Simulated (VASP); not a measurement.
# MoS2 (P-3m1) in VASP: further runs

MoS2 is run at these levels: PBE+D3(BJ); tasks: single point.

Everything below comes from runs of VASP 6.6.1. Logs are shortened: lines on timing, memory, paths and dates and some standing lists are left out, and cuts for length are marked.

## 1. The cell of the first run

The typed cell holds 6 atoms: a = 3.118 Å, b = 3.118 Å, c = 11.225 Å, α = 90.00°, β = 90.00°, γ = 120.00°.

## 2. Single point, PBE+D3(BJ)

INCAR reads:

```
SYSTEM = MoS2
ALGO     = Normal         ! electronic algorithm
EDIFF    = 1E-6           ! SCF threshold, eV
ENCUT    = 520            ! plane-wave cutoff, eV
GGA      = PE             ! functional
ISIF     = 2              ! what is computed and relaxed
ISMEAR   = 0              ! smearing method
IVDW     = 12             ! dispersion correction
LASPH    = .True.         ! aspherical terms in the spheres
LCHARG   = .True.         ! write CHGCAR
LELF     = .True.         ! ELF
LREAL    = .False.        ! projectors in reciprocal space
LVHAR    = .True.       
LWAVE    = .False.        ! write WAVECAR
NBANDS   = 35             ! bands
NELM     = 80             ! most SCF steps
PREC     = Accurate       ! precision mode
SIGMA    = 0.05           ! smearing width, eV
```

KPOINTS reads:

```
k-points
0
Gamma
  12 12 4
  0 0 0
```

POSCAR reads:

```
MoS2
1.0
    3.1179000000      0.0000000000      0.0000000000
   -1.5589500000      2.7001806064      0.0000000000
    0.0000000000      0.0000000000     11.2249000000
Mo S
2 4
Direct
    0.6666666667      0.3333333333      0.2501439769
    0.3333333333      0.6666666667      0.7498560231
    0.3333333333      0.6666666667      0.3795985159
    0.6666666667      0.3333333333      0.8793132861
    0.3333333333      0.6666666667      0.1206867139
    0.6666666667      0.3333333333      0.6204014841
```

Potentials or basis: VASP PAW PBE potentials, release 64 (Mo_sv, S).

Started as:

```console
cat potpaw_PBE.64/Mo_sv/POTCAR potpaw_PBE.64/S/POTCAR > POTCAR
mpirun -np 1 vasp_std > vasp.out
```

OUTCAR:

```text
SYSTEM = MoS2
   EDIFF = 1E-6
   ENCUT = 520
   GGA = PE
   ISIF = 2
   ISMEAR = 0
   IVDW = 12
   LASPH = .True.
   LREAL = .False.
   NELM = 80
   PREC = Accurate
 IVDW          = 12

 ion  position               nearest neighbor table
   1  0.667  0.333  0.250-   3 2.31   3 2.31   3 2.31   5 2.31   5 2.31   5 2.31
   2  0.333  0.667  0.750-   6 2.31   6 2.31   6 2.31   4 2.31   4 2.31   4 2.31
   3  0.333  0.667  0.380-   1 2.31   1 2.31   1 2.31
   4  0.667  0.333  0.879-   2 2.31   2 2.31   2 2.31
   5  0.333  0.667  0.121-   1 2.31   1 2.31   1 2.31
   6  0.667  0.333  0.620-   2 2.31   2 2.31   2 2.31

  LATTYP: Found a hexagonal cell.
 ALAT       =     3.1179000000
 C/A-ratio  =     3.6001475352

  Lattice vectors:

 A1 = (   3.1179000000,   0.0000000000,   0.0000000000)
 A2 = (  -1.5589500000,   2.7001806064,   0.0000000000)
 A3 = (   0.0000000000,   0.0000000000,  11.2249000000)

Analysis of symmetry for initial positions (statically):
=====================================================================
 Subroutine PRICEL returns:
 Original cell was already a primitive cell.

 Routine SETGRP: Setting up the symmetry group for a
 hexagonal supercell.

 Subroutine GETGRP returns: Found 12 space group operations
 (whereof 12 operations were pure point group operations)
 out of a pool of 24 trial point group operations.

The static configuration has the point symmetry D_3d.

Analysis of symmetry for dynamics (positions and initial velocities):
=====================================================================
 Subroutine PRICEL returns:
 Original cell was already a primitive cell.

 Routine SETGRP: Setting up the symmetry group for a
 hexagonal supercell.

 Subroutine GETGRP returns: Found 12 space group operations
 (whereof 12 operations were pure point group operations)
 out of a pool of 24 trial point group operations.

The dynamic configuration has the point symmetry D_3d.

 Subroutine INISYM returns: Found 12 space group operations
 (whereof 12 operations are pure point group operations),
 and found     1 'primitive' translations

----------------------------------------------------------------------------------------

                                     Primitive cell

  volume of cell :      94.5012

  direct lattice vectors                    reciprocal lattice vectors
     3.117900000  0.000000000  0.000000000     0.320728696  0.185172799  0.000000000
    -1.558950000  2.700180606  0.000000000     0.000000000  0.370345597  0.000000000
     0.000000000  0.000000000 11.224900000     0.000000000  0.000000000  0.089087653

  length of vectors
     3.117900000  3.117900000 11.224900000     0.370345597  0.370345597  0.089087653

  position of ions in fractional coordinates (direct lattice)
     0.666666667  0.333333333  0.250143977
     0.333333333  0.666666667  0.749856023
     0.333333333  0.666666667  0.379598516
     0.666666667  0.333333333  0.879313286
     0.333333333  0.666666667  0.120686714
     0.666666667  0.333333333  0.620401484

  ion indices of the primitive-cell ions
   primitive index   ion index
                 1           1
                 2           2
                 3           3
                 4           4
                 5           5
                 6           6

----------------------------------------------------------------------------------------

 KPOINTS: k-points

Automatic generation of k-mesh.
 Grid dimensions read from file:
 generate k-points for:   12   12    4

 Generating k-lattice:

  Cartesian coordinates                     Fractional coordinates (reciprocal lattice)
     0.026727391  0.015431067  0.000000000     0.083333333 -0.000000000  0.000000000
     0.000000000  0.030862133  0.000000000     0.000000000  0.083333333  0.000000000
     0.000000000  0.000000000  0.022271913     0.000000000  0.000000000  0.250000000

  Length of vectors
     0.030862133  0.030862133  0.022271913

  Shift w.r.t. Gamma in fractional coordinates (k-lattice)
     0.000000000  0.000000000  0.000000000

 Subroutine IBZKPT returns following result:
 ===========================================

 Found     69 irreducible k-points:

 Following reciprocal coordinates:
            Coordinates               Weight
  0.000000  0.000000  0.000000      1.000000
  0.083333 -0.000000  0.000000      6.000000
  0.166667  0.000000  0.000000      6.000000
  0.250000  0.000000  0.000000      6.000000
  0.333333  0.000000  0.000000      6.000000
  0.416667  0.000000  0.000000      6.000000
[... 16 lines left out ...]
  0.166667  0.000000  0.250000      6.000000
  0.000000  0.166667  0.250000      6.000000
 [... further k-points ...]
   k-points           NKPTS =     69   k-points in BZ     NKDIM =     69   number of bands    NBANDS=     35
   number of dos      NEDOS =    301   number of ions     NIONS =      6
   total plane-waves  NPLWV =  48384
   dimension x,y,z NGX =    24 NGY =   24 NGZ =   84
   dimension x,y,z NGXF=    48 NGYF=   48 NGZF=  168
   ions per type =               2   4
   NGX,Y,Z   is equivalent  to a cutoff of  12.80, 12.80, 12.44 a.u.
   NGXF,Y,Z  is equivalent  to a cutoff of  25.59, 25.59, 24.88 a.u.
 SYSTEM =  MoS2
   PREC   = accura    normal or accurate (medium, high low for compatibility)
   ISTART =      0    job   : 0-new  1-cont  2-samecut
   ICHARG =      2    charge: 1-file 2-atom 10-const
   ISPIN  =      1    spin polarized calculation?
   LNONCOLLINEAR =      F non collinear calculations
   LSORBIT =      F    spin-orbit coupling
   LASPH  =      T    aspherical Exc in radial PAW
   ENCUT  =  520.0 eV  38.22 Ry    6.18 a.u.   5.80  5.80 20.87*2*pi/ulx,y,z
   NELM   =     80;   NELMIN=  2; NELMDL= -5     # of ELM steps
   EDIFF  = 0.1E-05   stopping-criterion for ELM
   LREAL  =      F    real-space projection
   EDIFFG = 0.1E-04   stopping-criterion for IOM
   NSW    =      0    number of steps for IOM
   IBRION =     -1    ionic relax: 0-MD 1-quasi-New 2-CG
   NFREE  =      0    steps in history (QN), initial steepest desc. (CG)
   ISIF   =      2    stress and relaxation
   ISYM   =      2    0-nonsym 1-usesym 2-fastsym
   POTIM  = 0.5000    time-step for ionic-motion
   TEBEG  =    0.0;   TEEND  =   0.0 temperature during run
   PSTRESS=    0.0 pullay stress
   NELECT =      52.0000    total number of electrons
   NUPDOWN=      -1.0000    fix difference up-down
   EMIN   =  10.00;   EMAX   =-10.00  energy-range for DOS
   EFERMI =   0.00;   METHOD = LEGACY
   ISMEAR =     0;   SIGMA  =   0.05  broadening in eV -4-tet -1-fermi 0-gaus
   EFERMI_NEDOS =   21; number of points for ismear=-14 and -15
   IALGO  =     38    algorithm
   IMIX   =      4    mixing-type and parameters
     AMIX     =   0.40;   BMIX     =  1.00
     AMIX_MAG =   1.60;   BMIX_MAG =  1.00
  volume/ion in A,a.u.               =      15.75       106.29
  Fermi-wavevector in a.u.,A,eV,Ry     =   1.341519  2.535103 24.486036  1.799673
  Thomas-Fermi vector in A             =   2.469746
   LORBIT       =      0    0 simple, 1 ext, 2 COOP (PROOUT), +10 PAW based schemes
   GGA     = PE    functional components
   LHFCALC =     F    Hartree Fock is set to
   AEXX    =    0.0000 exact exchange contribution
   IVDW    =    12    specifies the selected vdW correction
   LEPSILON=     F    determine dielectric tensor
   LRPA    =     F    only Hartree local field effects (RPA)
 non-spin polarized calculation
 Gauss-broadening in eV      SIGMA  =   0.05
  energy-cutoff  :      520.00
  volume of cell :       94.50
 maximum number of plane-waves:      2574
   NGX = 11   NGY = 11   NGZ = 41

 number of electron      52.0000004 magnetization

 Free energy of the ion-electron system (eV)
  ---------------------------------------------------
  ext. energy  EPLUGINS =         0.00000000
  ---------------------------------------------------
  free energy    TOTEN  =       -42.56685598 eV

  energy without entropy =      -42.56680750  energy(sigma->0) =      -42.56683174

 E-fermi :   9.9050     XC(G=0): -11.4965

 val. band max:        9.8554077084   @ k =   0.0000   0.0000   0.0000
 cond. band min:       9.9956689184   @ k =   0.3333   0.3333   0.5000
 fundamental gap:      0.1402612100
 Fermi energy:         9.9050040016

 k-point     1 :       0.0000    0.0000    0.0000
  band No.  band energies     occupation
      1     -52.2432      2.00000
      2     -52.2432      2.00000
      3     -26.4736      2.00000
      4     -26.4731      2.00000
      5     -26.2230      2.00000
      6     -26.2230      2.00000
[... 27 lines left out ...]
     34      12.1842      0.00000
     35      14.7151      0.00000

 k-point     2 :       0.0833   -0.0000    0.0000
  band No.  band energies     occupation
      1     -52.2397      2.00000
      2     -52.2397      2.00000
      3     -26.4665      2.00000
      4     -26.4660      2.00000
      5     -26.2579      2.00000
      6     -26.2578      2.00000
[... 27 lines left out ...]
     34      12.0575      0.00000
     35      15.2226      0.00000

 k-point     3 :       0.1667    0.0000    0.0000
  band No.  band energies     occupation
      1     -52.2301      2.00000
      2     -52.2301      2.00000
      3     -26.4470      2.00000
      4     -26.4466      2.00000
      5     -26.3520      2.00000
      6     -26.3520      2.00000
[... 27 lines left out ...]
     34      12.2868      0.00000
     35      16.4435      0.00000

 k-point     4 :       0.2500    0.0000    0.0000
  band No.  band energies     occupation
      1     -52.2169      2.00000
      2     -52.2169      2.00000
      3     -26.4784      2.00000
      4     -26.4784      2.00000
      5     -26.4203      2.00000
      6     -26.4200      2.00000
[... 27 lines left out ...]
     34      12.9456      0.00000
     35      16.9922      0.00000

 k-point     5 :       0.3333    0.0000    0.0000
  band No.  band energies     occupation
      1     -52.2037      2.00000
      2     -52.2037      2.00000
      3     -26.6024      2.00000
      4     -26.6024      2.00000
      5     -26.3935      2.00000
      6     -26.3933      2.00000
[... 638 lines left out ...]
 k-point    22 :       0.0000    0.0833    0.2500
  band No.  band energies     occupation
      1     -52.2397      2.00000
      2     -52.2397      2.00000
      3     -26.4664      2.00000
      4     -26.4661      2.00000
      5     -26.2578      2.00000
      6     -26.2578      2.00000
[... 27 lines left out ...]
     34      12.0107      0.00000
     35      15.2558      0.00000

 k-point    23 :       0.1667    0.0000    0.2500
  band No.  band energies     occupation
      1     -52.2301      2.00000
      2     -52.2301      2.00000
      3     -26.4470      2.00000
      4     -26.4467      2.00000
      5     -26.3520      2.00000
      6     -26.3520      2.00000
[... 27 lines left out ...]
     34      12.2705      0.00000
     35      16.4243      0.00000

 k-point    24 :       0.0000    0.1667    0.2500
  band No.  band energies     occupation
      1     -52.2301      2.00000
      2     -52.2301      2.00000
      3     -26.4470      2.00000
      4     -26.4467      2.00000
      5     -26.3520      2.00000
      6     -26.3520      2.00000
[... 27 lines left out ...]
     34      12.2705      0.00000
     35      16.4502      0.00000

 [... further k-points ...]

------------------------ aborting loop because EDIFF is reached ----------------------------------------

 Edisp (eV)   -2.89539

 E8    (eV) :    -1.1677

  FORCE on cell =-STRESS in cart. coord.  units (eV):
  Direction    XX          YY          ZZ          XY          YZ          ZX
  --------------------------------------------------------------------------------------
  -------------------------------------------------------------------------------------
  Total       8.10145     8.10145    17.39292     0.00000     0.00000     0.00000
  in kB     137.35236   137.35236   294.88016     0.00000     0.00000     0.00000
  external pressure =      189.86 kB  Pullay stress =        0.00 kB

 VOLUME and BASIS-vectors are now :
 -----------------------------------------------------------------------------
  energy-cutoff  :      520.00
  volume of cell :       94.50
      direct lattice vectors                 reciprocal lattice vectors
     3.117900000  0.000000000  0.000000000     0.320728696  0.185172799  0.000000000
    -1.558950000  2.700180606  0.000000000     0.000000000  0.370345597  0.000000000
     0.000000000  0.000000000 11.224900000     0.000000000  0.000000000  0.089087653

 POSITION                                       TOTAL-FORCE (eV/Angst)
 -----------------------------------------------------------------------------------
      1.55895      0.90006      2.80784        -0.000000      0.000000     -0.002458
     -0.00000      1.80012      8.41706         0.000000     -0.000000      0.002458
     -0.00000      1.80012      4.26096        -0.000000      0.000000      2.561880
      1.55895      0.90006      9.87020         0.000000     -0.000000      2.568108
     -0.00000      1.80012      1.35470        -0.000000      0.000000     -2.568108
      1.55895      0.90006      6.96394         0.000000      0.000000     -2.561880
 -----------------------------------------------------------------------------------
    total drift:                               -0.000000      0.000000      0.000000

  FREE ENERGIE OF THE ION-ELECTRON SYSTEM (eV)
  ---------------------------------------------------
  free  energy   TOTEN  =       -45.4622484535 eV

  energy  without entropy=      -45.4621999728  energy(sigma->0) =      -45.46222421
```

Wall time 84 s (1 thread of Intel Xeon 6975P-C (Granite Rapids), shared host); peak memory 0.33 GiB.

Results:

* Free energy: -45.4622 eV
* Pressure: 19.0 GPa
* Largest force: 2.568 eV/Å
* Band gap on the k mesh: 0.14 eV (least direct gap 1.55 eV)
* Dispersion energy per atom: -0.483 eV

Forces on the atoms (eV/Å):
```
Mo   0.000  0.000 -0.002
Mo   0.000  0.000  0.002
S    0.000  0.000  2.562
S    0.000  0.000  2.568
S    0.000  0.000 -2.568
S    0.000  0.000 -2.562
```

Stress tensor (GPa, compression positive):
```
13.74  0.00  0.00
 0.00 13.74  0.00
 0.00  0.00 29.49
```

Levels at points of the mesh, in eV from the valence-band top:
| k point | band 24 | band 25 | band 26 | band 27 | band 28 | band 29 |
| --- | --- | --- | --- | --- | --- | --- |
| (0.00, 0.00, 0.00) | -1.61 | -1.01 | 0.00 | 1.56 | 1.56 | 1.58 |
| (0.50, 0.00, 0.00) | -2.44 | -2.29 | -1.92 | 0.92 | 1.03 | 1.50 |
| (0.00, 0.00, 0.50) | -3.07 | -0.26 | -0.25 | 1.55 | 1.55 | 1.55 |
| (0.50, 0.00, 0.50) | -2.62 | -2.06 | -2.06 | 0.97 | 0.97 | 1.66 |

Caveat: the stress differs along the axes, from 14 to 29 GPa; forces of over 1 eV/Å act on the atoms, so gaps and moduli don't describe the material at rest.

## 3. Single point, PBE+D3(BJ)

This run uses another cell than the first one, of 15.91 Å³/atom.

INCAR reads:

```
SYSTEM = MoS2
PREC     = Accurate       ! precision mode
ENCUT    = 520            ! plane-wave cutoff, eV
EDIFF    = 1E-6           ! SCF threshold, eV
ISMEAR   = 0              ! smearing method
SIGMA    = 0.05           ! smearing width, eV
LREAL    = .FALSE.        ! projectors in reciprocal space
LASPH    = .TRUE.         ! aspherical terms in the spheres
NELM     = 80             ! most SCF steps
ALGO     = Normal         ! electronic algorithm
ISIF     = 2              ! what is computed and relaxed
LWAVE    = .FALSE.        ! write WAVECAR
LCHARG   = .TRUE.         ! write CHGCAR
GGA      = PE             ! functional
IVDW     = 12             ! dispersion correction
LELF     = .TRUE.         ! ELF
LVHAR    = .TRUE.       
NBANDS   = 35             ! bands
```

KPOINTS reads:

```
regular mesh
0
G
  12 12 4
  0 0 0
```

Edit POSCAR of step 2 so:

```diff
@@ -2,5 +2,5 @@
 1.0
-    3.1179000000      0.0000000000      0.0000000000
-   -1.5589500000      2.7001806064      0.0000000000
-    0.0000000000      0.0000000000     11.2249000000
+    2.9919000000      0.0000000000      0.0000000000
+   -1.4959500000      2.5910614056      0.0000000000
+    0.0000000000      0.0000000000     12.3135000000
 Mo S
```

Potentials or basis: VASP PAW PBE potentials, release 64 (Mo_sv, S).

Started as:

```console
cat potpaw_PBE.64/Mo_sv/POTCAR potpaw_PBE.64/S/POTCAR > POTCAR
mpirun -np 1 vasp_std > vasp.out
```

Run time: 1.8 min. Hardware: 1 thread of Intel Xeon 6975P-C (Granite Rapids), shared host; peak memory 0.34 GiB.

It converged, with:

* Free energy: -45.6305 eV
* Pressure: 14.7 GPa
* Largest force: 0.608 eV/Å
* Band gap on the k mesh: 1.04 eV (least direct gap 2.03 eV)
* Dispersion energy per atom: -0.477 eV

Forces in eV/Å, atoms in the order of the input:
```
Mo   0.000  0.000 -0.001
Mo   0.000  0.000  0.001
S    0.000  0.000  0.606
S    0.000  0.000  0.608
S    0.000  0.000 -0.608
S    0.000  0.000 -0.606
```

Stress tensor (GPa, compression positive):
```
19.18  0.00  0.00
 0.00 19.18  0.00
 0.00  0.00  5.80
```

Levels at points of the mesh, in eV from the valence-band top:
```
           k point  band 23  band 24  band 25  band 26  band 27  band 28  band 29  band 30
(0.00, 0.00, 0.00)    -1.37    -1.37    -1.25     0.00     3.00     3.00     3.04     3.04
(0.50, 0.00, 0.00)    -1.09    -1.08    -0.93    -0.70     2.74     2.74     2.78     3.24
(0.00, 0.00, 0.50)    -1.39    -1.39    -0.35    -0.34     3.01     3.01     3.01     3.01
(0.50, 0.00, 0.50)    -1.08    -1.08    -0.82    -0.82     2.76     2.76     2.99     3.00
```

Caveat: the stress differs along the axes, from 6 to 19 GPa. A k mesh can miss the band edges.
